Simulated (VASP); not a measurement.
A run of VASP 6.6.1 is set up as follows.

The input INCAR:

```
  ALGO = Normal
  EDIFF = 1E-6
  ENCUT = 500
  GGA = PS
  GGA_COMPAT = F
  ISIF = 2
  ISMEAR = 0
  LASPH = T
  LCHARG = F
  LREAL = F
  LWAVE = F
  NBANDS = 12
  NELM = 120
  PREC = Accurate
  SIGMA = 0.1
```

Contents of KPOINTS:

```
k-points
0
Gamma
  10 10 10
```

The input POSCAR:

```
Cr
1.0
   -1.4076736639      1.4076736639      1.4076736639
    1.4076736639     -1.4076736639      1.4076736639
    1.4076736639      1.4076736639     -1.4076736639
Cr
1
Direct
    0.0000000000      0.0000000000      0.0000000000
```

Potentials or basis: VASP PAW PBE potentials, release 64 (Cr_pv).

Launch:

```bash
$ cat potpaw_PBE.64/Cr_pv/POTCAR > POTCAR
$ mpirun -np 1 vasp_std > vasp.out
```

Problem. Estimate the band gap on the k mesh.

Solution. Zero (band 6 reaches 13.90 eV, above the bottom of band 7 at 10.35 eV).

Problem. What does it give for the pressure?

Solution. -0.5 GPa.

Caveat: the PAW data sets were made with another functional, which shifts forces and pressure a little; the run has no spin polarisation, though such a crystal can be magnetic. Spin polarisation is off, so any magnetic state and its effect on volume and gap are missing.
